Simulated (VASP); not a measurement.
A run of VASP 6.6.1:

File INCAR:

```
SYSTEM = C
ALGO = Normal
EDIFF = 1E-6
ENCUT = 520
ISIF = 2
ISMEAR = 0
LASPH = .True.
LCHARG = .False.
LREAL = .False.
LWAVE = .False.
NBANDS = 11
NELM = 60
PREC = Accurate
SIGMA = 0.05
```

File KPOINTS:

```
k-points
0
Gamma
  12 12 12
  0 0 0
```

POSCAR

```
C
1.0
    0.0000000000      1.6921203967      1.6921203967
    1.6921203967      0.0000000000      1.6921203967
    1.6921203967      1.6921203967      0.0000000000
C
2
Direct
    0.5000000000      0.5000000000      0.5000000000
    0.7500000000      0.7500000000      0.7500000000
```

Potentials or basis: VASP PAW LDA potentials, release 64 (C).

Command:

```console
$ cat potpaw_LDA.64/C/POTCAR > POTCAR
$ mpirun -np 1 vasp_std > vasp.out
```

Hardware: 1 thread of AMD EPYC 7R13 Processor (Zen 3) (shared host).

Task: How long does it take, and how much memory?

Result: Wall time 5.1 s on 1 thread of AMD EPYC 7R13 Processor (Zen 3) (shared host), peak memory 0.08 GiB. Counts: scf iterations 11, k points 72.
